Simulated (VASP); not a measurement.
A run of VASP 6.6.1 is set up as follows.

File INCAR:

```
  ALGO = Normal
  EDIFF = 1E-8
  ENCUT = 520
  ISIF = 2
  ISMEAR = 0
  LASPH = T
  LCALCEPS = T
  LCHARG = F
  LMIXTAU = T
  LREAL = F
  LWAVE = F
  METAGGA = R2SCAN
  NELM = 60
  PREC = Accurate
  SIGMA = 0.01
```

The input KPOINTS:

```
k-points
0
Gamma
  6 6 6
```

File POSCAR:

```
CdTe
1.0
    0.0000000000      3.4111533208      3.4111533208
    3.4111533208      0.0000000000      3.4111533208
    3.4111533208      3.4111533208      0.0000000000
Cd Te
1 1
Direct
    0.0000000000      0.0000000000      0.0000000000
    0.2500000000      0.2500000000      0.2500000000
```

Potentials or basis: VASP PAW PBE potentials, release 64 (Cd, Te).

Launch:

```console
$ cat potpaw_PBE.64/Cd/POTCAR potpaw_PBE.64/Te/POTCAR > POTCAR
$ mpirun -np 1 vasp_std > vasp.out
```

Task: Estimate the electronic dielectric tensor (diagonal).

Result: 7.77.

Task: Predict the Born charges (mean of the diagonal).

Result: Cd +2.45; Te -2.45 e.

Task: Estimate the band gap on the k mesh.

Result: 0.78 eV.

Dipole moments of the cell (e·Å, modulo the quantum): ionic 10.233, 10.233, 10.233; electronic 0.033, 0.033, 0.062

Caveat: the cell differs from its parent crystal (strain +4.0%); spin-orbit coupling is left out, which moves the levels of the heavy elements.
